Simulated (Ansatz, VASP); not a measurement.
# Gd: VASP beside Ansatz

INCAR

```
PREC = Accurate ; ENCUT = 520
EDIFF = 1E-6 ; ISMEAR = 1
SIGMA = 0.1 ; LREAL = F
LASPH = T ; NELM = 150
ALGO = Normal ; ISIF = 2
LWAVE = F ; LCHARG = F
ISPIN = 2 ; MAGMOM = 9.1 9.1
LORBIT = 11 ; LMAXMIX = 6
GGA = PE ; NBANDS = 29
```

The input KPOINTS:

```
regular mesh
0
Gamma
  9 9 5
```

File POSCAR:

```
Gd
1.0
    3.6054439335      0.0000000000      0.0000000000
   -1.8027219668      3.1224056733      0.0000000000
    0.0000000000      0.0000000000      5.7340044252
Gd
2
Direct
    0.3333333333      0.6666666667      0.2500000000
    0.6666666667      0.3333333333      0.7500000000
```

Input for Ansatz:

```yaml
crystal:
  lattice:
    - [3.605443933513649, 0.0, 0.0]
    - [-1.8027219667568244, 3.1224056732770227, 0.0]
    - [0.0, 0.0, 5.734004425174924]
  atoms:
    - { symbol: Gd, position: [0.3333333333333333, 0.6666666666666666, 0.25], spin: 9.1 }
    - { symbol: Gd, position: [0.6666666666666666, 0.3333333333333333, 0.75], spin: 9.1 }
basis:
  ecutwfc: 420.0
kpoints:
  mp_grid:
    grid: [9, 9, 5]
hamiltonian:
  xc: pbe
magnetization:
  spin_polarized: true
scf:
  occupations:
    method: cold
    width: 0.1
```

Alike in both runs: task single point; functional PBE; k mesh 9 × 9 × 5; collinear spin.

|  | VASP | Ansatz |
| --- | --- | --- |
| version | VASP 6.6.1 | Ansatz 0.2.0 |
| potentials or method | VASP PAW PBE potentials, release 64 (Gd), cutoff 520 eV | plane waves, PAW |
| occupations | methfessel-paxton of order 1, width 0.1 eV | cold, width 0.1 eV |
| valence electrons in the cell | 36 | 36 |

|  | VASP | Ansatz | Ansatz less VASP |
| --- | --- | --- | --- |
| net moment per atom (μB) | 7.63 | 7.64 | +0.008 |
| size of the moment on the site where the two differ most (μB) | 7.00 | 7.36 | +0.353 |

Site moments also hang on the region over which each program counts them. Ansatz's warnings: given moment on shells, stability check not made.

Neither program's run includes spin-orbit coupling.
